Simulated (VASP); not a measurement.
# MgTe (F-43m) in VASP: further runs

MgTe is run at these levels: PBEsol; tasks: single point.

Program: VASP 6.6.1. These are calculated values, not measurements. Logs are shortened: lines on timing, memory, paths and dates and some standing lists are left out, and cuts for length are marked.

## (1) The cell of the first run

It takes space group F-43m (No. 216, cubic). Conventional cell: a = 6.439 Å, b = 6.439 Å, c = 6.439 Å, α = 90.00°, β = 90.00°, γ = 90.00°. Within 3.7 Å of Mg (site symmetry -43m) lie 4 Te at 2.79 Å. Within 3.7 Å of Te (site symmetry -43m) lie 4 Mg at 2.79 Å.

## (2) Single point, PBEsol

The input, INCAR:

```
ALGO     = Normal         # electronic algorithm
EDIFF    = 1E-6           # SCF threshold, eV
ENCUT    = 600            # plane-wave cutoff, eV
GGA      = PS             # functional
GGA_COMPAT= F            
ISIF     = 2              # what is computed and relaxed
ISMEAR   = 0              # smearing method
LASPH    = T              # aspherical terms in the spheres
LCHARG   = T              # write CHGCAR
LELF     = T              # ELF
LREAL    = F              # projectors in reciprocal space
LVHAR    = T            
LWAVE    = F              # write WAVECAR
NBANDS   = 11             # bands
NELM     = 120            # most SCF steps
PREC     = Accurate       # precision mode
SIGMA    = 0.02           # smearing width, eV
```

The input, KPOINTS:

```
k-points
0
Gamma
  8 8 8
```

The input, POSCAR:

```
MgTe
1.0
    0.0000000000      3.2194288301      3.2194288301
    3.2194288301      0.0000000000      3.2194288301
    3.2194288301      3.2194288301      0.0000000000
Mg Te
1 1
Direct
    0.0000000000      0.0000000000      0.0000000000
    0.7500000000      0.7500000000      0.7500000000
```

Potentials or basis: VASP PAW PBE potentials, release 64 (Mg, Te).

Run with:

```console
cat potpaw_PBE.64/Mg/POTCAR potpaw_PBE.64/Te/POTCAR > POTCAR
mpirun -np 1 vasp_std > vasp.out
```

OUTCAR:

```text
EDIFF = 1E-6
   ENCUT = 600
   GGA = PS
   ISIF = 2
   ISMEAR = 0
   LASPH = T
   LREAL = F
   NELM = 120
   PREC = Accurate

 ion  position               nearest neighbor table
   1  0.000  0.000  0.000-   2 2.79   2 2.79   2 2.79   2 2.79
   2  0.750  0.750  0.750-   1 2.79   1 2.79   1 2.79   1 2.79

  LATTYP: Found a face centered cubic cell.
 ALAT       =     6.4388576602

  Lattice vectors:

 A1 = (   0.0000000000,   3.2194288301,   3.2194288301)
 A2 = (   3.2194288301,   0.0000000000,   3.2194288301)
 A3 = (   3.2194288301,   3.2194288301,   0.0000000000)

Analysis of symmetry for initial positions (statically):
=====================================================================
 Subroutine PRICEL returns:
 Original cell was already a primitive cell.

 Routine SETGRP: Setting up the symmetry group for a
 face centered cubic supercell.

 Subroutine GETGRP returns: Found 24 space group operations
 (whereof 24 operations were pure point group operations)
 out of a pool of 48 trial point group operations.

The static configuration has the point symmetry T_d .

Analysis of symmetry for dynamics (positions and initial velocities):
=====================================================================
 Subroutine PRICEL returns:
 Original cell was already a primitive cell.

 Routine SETGRP: Setting up the symmetry group for a
 face centered cubic supercell.

 Subroutine GETGRP returns: Found 24 space group operations
 (whereof 24 operations were pure point group operations)
 out of a pool of 48 trial point group operations.

The dynamic configuration has the point symmetry T_d .

 Subroutine INISYM returns: Found 24 space group operations
 (whereof 24 operations are pure point group operations),
 and found     1 'primitive' translations

----------------------------------------------------------------------------------------

                                     Primitive cell

  volume of cell :      66.7370

  direct lattice vectors                    reciprocal lattice vectors
     0.000000000  3.219428830  3.219428830    -0.155307052  0.155307052  0.155307052
     3.219428830  0.000000000  3.219428830     0.155307052 -0.155307052  0.155307052
     3.219428830  3.219428830  0.000000000     0.155307052  0.155307052 -0.155307052

  length of vectors
     4.552959915  4.552959915  4.552959915     0.268999704  0.268999704  0.268999704

  position of ions in fractional coordinates (direct lattice)
     0.000000000  0.000000000  0.000000000
     0.750000000  0.750000000  0.750000000

  ion indices of the primitive-cell ions
[... 85 lines left out ...]
   PSTRESS=    0.0 pullay stress
   NELECT =       8.0000    total number of electrons
   NUPDOWN=      -1.0000    fix difference up-down
   EMIN   =  10.00;   EMAX   =-10.00  energy-range for DOS
   EFERMI =   0.00;   METHOD = LEGACY
   ISMEAR =     0;   SIGMA  =   0.02  broadening in eV -4-tet -1-fermi 0-gaus
   EFERMI_NEDOS =   21; number of points for ismear=-14 and -15
   IALGO  =     38    algorithm
   IMIX   =      4    mixing-type and parameters
     AMIX     =   0.40;   BMIX     =  1.00
     AMIX_MAG =   1.60;   BMIX_MAG =  1.00
  volume/ion in A,a.u.               =      33.37       225.18
  Fermi-wavevector in a.u.,A,eV,Ry     =   0.807203  1.525392  8.865235  0.651576
  Thomas-Fermi vector in A             =   1.915778
   LORBIT       =      0    0 simple, 1 ext, 2 COOP (PROOUT), +10 PAW based schemes
   GGA     = PS    functional components
   LHFCALC =     F    Hartree Fock is set to
   AEXX    =    0.0000 exact exchange contribution
   IVDW    =     0    specifies the selected vdW correction
   LEPSILON=     F    determine dielectric tensor
   LRPA    =     F    only Hartree local field effects (RPA)
 non-spin polarized calculation
 Gauss-broadening in eV      SIGMA  =   0.02
  energy-cutoff  :      600.00
  volume of cell :       66.74
 maximum number of plane-waves:      2252
   NGX = 19   NGY = 19   NGZ = 19

 number of electron       8.0000000 magnetization

 Free energy of the ion-electron system (eV)
  ---------------------------------------------------
  ext. energy  EPLUGINS =         0.00000000
  ---------------------------------------------------
  free energy    TOTEN  =        -6.89307975 eV

  energy without entropy =       -6.89307975  energy(sigma->0) =       -6.89307975

 E-fermi :   1.9968     XC(G=0):  -8.0439

 val. band max:        1.8599829731   @ k =   0.0000   0.0000   0.0000
 cond. band min:       4.2095220095   @ k =   0.0000   0.0000   0.0000
 fundamental gap:      2.3495390363
 Fermi energy:         1.9968062086

 k-point     1 :       0.0000    0.0000    0.0000
  band No.  band energies     occupation
      1      -8.3917      2.00000
      2       1.8600      2.00000
      3       1.8600      2.00000
      4       1.8600      2.00000
      5       4.2095      0.00000
      6       7.2915      0.00000
      7       7.2915      0.00000
      8       7.2915      0.00000
      9      10.4358      0.00000
     10      10.4358      0.00000
     11      10.5038      0.00000
[... 309 lines left out ...]
 k-point    24 :      -0.3750    0.2500    0.1250
  band No.  band energies     occupation
      1      -7.6848      2.00000
      2      -1.1465      2.00000
      3       0.3593      2.00000
      4       1.0660      2.00000
      5       6.1415      0.00000
      6       6.6438      0.00000
      7       8.5233      0.00000
      8       9.0252      0.00000
      9      10.1212      0.00000
     10      11.8289      0.00000
     11      12.8336      0.00000

 [... further k-points ...]

------------------------ aborting loop because EDIFF is reached ----------------------------------------

  FORCE on cell =-STRESS in cart. coord.  units (eV):
  Direction    XX          YY          ZZ          XY          YZ          ZX
  --------------------------------------------------------------------------------------
  -------------------------------------------------------------------------------------
  Total        0.0157668      0.0157668      0.0157668      0.0000000      0.0000000     -0.0000000
  in kB        0.3785201      0.3785201      0.3785201      0.0000000      0.0000000     -0.0000000
  external PRESSURE =       0.3785201 kB  Pullay stress =       0.0000000 kB

 VOLUME and BASIS-vectors are now :
 -----------------------------------------------------------------------------
  energy-cutoff  :      600.00
  volume of cell :       66.74
      direct lattice vectors                 reciprocal lattice vectors
     0.000000000  3.219428830  3.219428830    -0.155307052  0.155307052  0.155307052
     3.219428830  0.000000000  3.219428830     0.155307052 -0.155307052  0.155307052
     3.219428830  3.219428830  0.000000000     0.155307052  0.155307052 -0.155307052

 POSITION                                       TOTAL-FORCE (eV/Angst)
 -----------------------------------------------------------------------------------
      0.00000      0.00000      0.00000         0.000000     -0.000000      0.000000
      4.82914      4.82914      4.82914        -0.000000      0.000000     -0.000000
 -----------------------------------------------------------------------------------
    total drift:                               -0.000000     -0.000000     -0.000000

  FREE ENERGIE OF THE ION-ELECTRON SYSTEM (eV)
  ---------------------------------------------------
  free  energy   TOTEN  =        -6.8930797479 eV

  energy  without entropy=       -6.8930797479  energy(sigma->0) =       -6.89307975
```

OSZICAR:

```text
N       E                     dE             d eps       ncg     rms          rms(c)
DAV:   1     0.232329220950E+02    0.23233E+02   -0.31580E+03   638   0.614E+02
DAV:   2    -0.537415037363E+01   -0.28607E+02   -0.27197E+02   757   0.823E+01
DAV:   3    -0.708348063261E+01   -0.17093E+01   -0.17058E+01   797   0.226E+01
DAV:   4    -0.710775420365E+01   -0.24274E-01   -0.24272E-01   771   0.310E+00
DAV:   5    -0.710832968524E+01   -0.57548E-03   -0.57548E-03   782   0.462E-01    0.274E+00
DAV:   6    -0.692556260587E+01    0.18277E+00   -0.30484E-01   683   0.186E+00    0.176E+00
DAV:   7    -0.689218933225E+01    0.33373E-01   -0.18791E-01   718   0.154E+00    0.880E-01
DAV:   8    -0.689310968893E+01   -0.92036E-03   -0.87170E-03   686   0.443E-01    0.147E-01
DAV:   9    -0.689301853094E+01    0.91158E-04   -0.46308E-04   743   0.101E-01    0.822E-02
DAV:  10    -0.689308428136E+01   -0.65750E-04   -0.10655E-04   710   0.501E-02    0.232E-02
DAV:  11    -0.689307919799E+01    0.50834E-05   -0.21386E-05   730   0.162E-02    0.567E-03
DAV:  12    -0.689307974792E+01   -0.54993E-06   -0.16017E-06   722   0.640E-03
   1 F= -.68930797E+01 E0= -.68930797E+01  d E =-.312370E-24
```

stdout:

```text
POSCAR found type information on POSCAR MgTe
 POSCAR found :  2 types and       2 ions
 scaLAPACK will be used
 -----------------------------------------------------------------------------
|                                                                             |
|                                                                             |
|     You enforced a specific xc type in the INCAR file but a different       |
|     I HOPE YOU KNOW WHAT YOU ARE DOING!                                     |
|                                                                             |
 -----------------------------------------------------------------------------

 LDA part: xc-table for (Slater+PW92), standard interpolation
 POSCAR, INCAR and KPOINTS ok, starting setup
 FFT: planning ... GRIDC
 FFT: planning ... GRID_SOFT
 FFT: planning ... GRID
 WAVECAR not read
 entering main loop
```

Wall time 18 s (1 thread of Intel Xeon Platinum 8259CL at 2.50GHz (Skylake/Cascade Lake), shared host); peak memory 0.21 GiB.

What came out:

| Property | Result |
| --- | --- |
| Free energy | -6.8931 eV |
| Pressure | 0.0 GPa |
| Band gap on the k mesh | 2.35 eV |

Caveat: the PAW data sets were made with another functional, which shifts forces and pressure a little; spin-orbit coupling is left out, which moves the levels of the heavy elements. A k mesh can miss the band edges.

## (3) Single point, PBEsol

This run uses another cell than the first one: it holds 16 atoms, not 2.

The input, INCAR:

```
  ALGO = Normal
  EDIFF = 1E-6
  ENCUT = 600
  GGA = PS
  GGA_COMPAT = False
  ISIF = 2
  ISMEAR = 0
  LASPH = True
  LCHARG = False
  LREAL = False
  LWAVE = False
  NBANDS = 46
  NELM = 120
  PREC = Accurate
  SIGMA = 0.1
```

The input, KPOINTS:

```
k-points
0
Gamma
  6 6 6
```

The input, POSCAR:

```
MgTe
1.0
    6.4388576602      0.0000000000      6.4388576602
    6.4388576602      6.4388576602      0.0000000000
    0.0000000000      6.4388576602      6.4388576602
Mg Te
8 8
Direct
    0.5000000000      0.5000000000      0.0000000000
    0.5000000000      0.0000000000      0.0000000000
    0.0000000000      0.5000000000      0.0000000000
    0.0000000000      0.0000000000      0.0000000000
    0.5000000000      0.5000000000      0.5000000000
    0.5000000000      0.0000000000      0.5000000000
    0.0000000000      0.5000000000      0.5000000000
    0.0000000000      0.0000000000      0.5000000000
    0.3750000000      0.3750000000      0.3750000000
    0.3750000000      0.8750000000      0.3750000000
    0.8750000000      0.3750000000      0.3750000000
    0.8750000000      0.8750000000      0.3750000000
    0.3750000000      0.3750000000      0.8750000000
    0.3750000000      0.8750000000      0.8750000000
    0.8750000000      0.3750000000      0.8750000000
    0.8750000000      0.8750000000      0.8750000000
```

Potentials or basis: VASP PAW PBE potentials, release 64 (Mg, Te).

Run with:

```console
cat potpaw_PBE.64/Mg/POTCAR potpaw_PBE.64/Te/POTCAR > POTCAR
mpirun -np 1 vasp_std > vasp.out
```

OUTCAR:

```text
EDIFF = 1E-6
   ENCUT = 600
   GGA = PS
   ISIF = 2
   ISMEAR = 0
   LASPH = True
   LREAL = False
   NELM = 120
   PREC = Accurate

 ion  position               nearest neighbor table
   1  0.500  0.500  0.000-   9 2.79  13 2.79  14 2.79  15 2.79
   2  0.500  0.000  0.000-  10 2.79  13 2.79  14 2.79  16 2.79
   3  0.000  0.500  0.000-  11 2.79  13 2.79  15 2.79  16 2.79
   4  0.000  0.000  0.000-  12 2.79  14 2.79  15 2.79  16 2.79
   5  0.500  0.500  0.500-   9 2.79  10 2.79  11 2.79  13 2.79
   6  0.500  0.000  0.500-   9 2.79  10 2.79  12 2.79  14 2.79
[... 8 lines left out ...]
  15  0.875  0.375  0.875-   1 2.79   3 2.79   4 2.79   7 2.79
  16  0.875  0.875  0.875-   2 2.79   3 2.79   4 2.79   8 2.79
[... 6 lines left out ...]
 A1 = (   6.4388576602,   0.0000000000,   6.4388576602)
 A2 = (   6.4388576602,   6.4388576602,   0.0000000000)
 A3 = (   0.0000000000,   6.4388576602,   6.4388576602)

Analysis of symmetry for initial positions (statically):
=====================================================================
 Subroutine PRICEL returns following result:

  LATTYP: Found a face centered cubic cell.
[... 189 lines left out ...]
  band No.  band energies     occupation
      1      -8.3915      2.00000
      2      -7.7868      2.00000
      3      -7.7868      2.00000
      4      -7.7868      2.00000
      5      -7.7868      2.00000
      6      -7.5809      2.00000
[... 741 lines left out ...]
     43       6.7358      0.00000
     44       6.7358      0.00000
 [bands above 44 left out]

------------------------ aborting loop because EDIFF is reached ----------------------------------------

  FORCE on cell =-STRESS in cart. coord.  units (eV):
  Direction    XX          YY          ZZ          XY          YZ          ZX
  --------------------------------------------------------------------------------------
  -------------------------------------------------------------------------------------
  Total        0.0919124      0.0919124      0.0919124      0.0000000     -0.0000000     -0.0000000
  in kB        0.2758216      0.2758216      0.2758216      0.0000000     -0.0000000     -0.0000000
  external PRESSURE =       0.2758216 kB  Pullay stress =       0.0000000 kB

 VOLUME and BASIS-vectors are now :
 -----------------------------------------------------------------------------
  energy-cutoff  :      600.00
  volume of cell :      533.90
      direct lattice vectors                 reciprocal lattice vectors
     6.438857660  0.000000000  6.438857660     0.077653526 -0.077653526  0.077653526
     6.438857660  6.438857660  0.000000000     0.077653526  0.077653526 -0.077653526
     0.000000000  6.438857660  6.438857660    -0.077653526  0.077653526  0.077653526

 POSITION                                       TOTAL-FORCE (eV/Angst)
 -----------------------------------------------------------------------------------
      6.43886      3.21943      3.21943         0.000000      0.000000      0.000000
      3.21943      0.00000      3.21943         0.000000      0.000000      0.000000
      3.21943      3.21943      0.00000         0.000000      0.000000      0.000000
      0.00000      0.00000      0.00000         0.000000      0.000000      0.000000
      6.43886      6.43886      6.43886         0.000000      0.000000      0.000000
      3.21943      3.21943      6.43886         0.000000      0.000000      0.000000
[... 8 lines left out ...]
      8.04857      8.04857     11.26800        -0.000000     -0.000000     -0.000000
     11.26800     11.26800     11.26800        -0.000000     -0.000000     -0.000000
 -----------------------------------------------------------------------------------
    total drift:                               -0.000000     -0.000000     -0.000000

  FREE ENERGIE OF THE ION-ELECTRON SYSTEM (eV)
  ---------------------------------------------------
  free  energy   TOTEN  =       -55.1458822034 eV

  energy  without entropy=      -55.1458822034  energy(sigma->0) =      -55.14588220
```

stdout:

```text
POSCAR found type information on POSCAR MgTe
 POSCAR found :  2 types and      16 ions
 scaLAPACK will be used
 -----------------------------------------------------------------------------
|                                                                             |
|                                                                             |
|     You enforced a specific xc type in the INCAR file but a different       |
|     I HOPE YOU KNOW WHAT YOU ARE DOING!                                     |
|                                                                             |
 -----------------------------------------------------------------------------

 LDA part: xc-table for (Slater+PW92), standard interpolation
 POSCAR, INCAR and KPOINTS ok, starting setup
 FFT: planning ... GRIDC
 FFT: planning ... GRID_SOFT
 FFT: planning ... GRID
 WAVECAR not read
 entering main loop
```

Wall time 12 min (1 thread of Intel Xeon Platinum 8259CL at 2.50GHz (Skylake/Cascade Lake), shared host); peak memory 1.2 GiB.

What came out:

```yaml
Free_energy: -55.1459 eV
Pressure: 0.0 GPa
Band_gap_on_the_k_mesh: 2.35 eV
```

Levels at points of the mesh, in eV from the valence-band top:
| k point | band 28 | band 29 | band 30 | band 31 | band 32 | band 33 | band 34 | band 35 | band 36 | band 37 |
| --- | --- | --- | --- | --- | --- | --- | --- | --- | --- | --- |
| (0.00, 0.00, 0.00) | -0.43 | -0.43 | 0.00 | 0.00 | 0.00 | 2.35 | 2.70 | 2.70 | 2.70 | 3.17 |
| (0.50, 0.00, 0.00) | -0.86 | -0.23 | -0.23 | -0.23 | -0.23 | 3.41 | 3.41 | 3.60 | 3.60 | 3.60 |
| (0.50, 0.50, 0.00) | -0.69 | -0.45 | -0.45 | -0.45 | -0.45 | 3.87 | 3.87 | 4.16 | 4.16 | 4.27 |

Caveat: the PAW data sets were made with another functional, which shifts forces and pressure a little; spin-orbit coupling is left out, which moves the levels of the heavy elements. A k mesh can miss the band edges.
